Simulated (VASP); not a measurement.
# SiO: single point with PBEsol

The system is SiO.

```xyz
2
Lattice="2.7729 0.0000 0.0000 0.0000 2.7729 0.0000 0.0000 0.0000 2.7729" Properties=species:S:1:pos:R:3 pbc="T T T"
Si    0.0000    0.0000    0.0000
O     1.3865    1.3865    1.3865
```

```json
{"Program": "VASP 6.6.1", "Task": "single point", "Functional": "PBEsol", "Potentials or basis": "VASP PAW PBE potentials, release 64 (Si, O)", "Cutoff": "520 eV", "k mesh": "9 × 9 × 9", "Occupations": "fermi-dirac, width 0.05 eV", "Spin": "no spin polarisation"}
```

The pressure is 0.1 GPa and the band gap on the k mesh is zero (band 5 reaches 8.65 eV, above the bottom of band 6 at 7.88 eV).

Levels at points of the mesh, in eV from the Fermi level:
| k point | band 3 | band 4 | band 5 | band 6 | band 7 | band 8 |
| --- | --- | --- | --- | --- | --- | --- |
| (0.00, 0.00, 0.00) | -3.55 | -3.55 | -3.55 | 5.72 | 5.72 | 8.37 |

Wall time 15 s on 1 thread of AMD EPYC 7R13 (shared host), peak memory 0.1 GiB.

Caveat: the PAW data sets were made with another functional, which shifts forces and pressure a little.
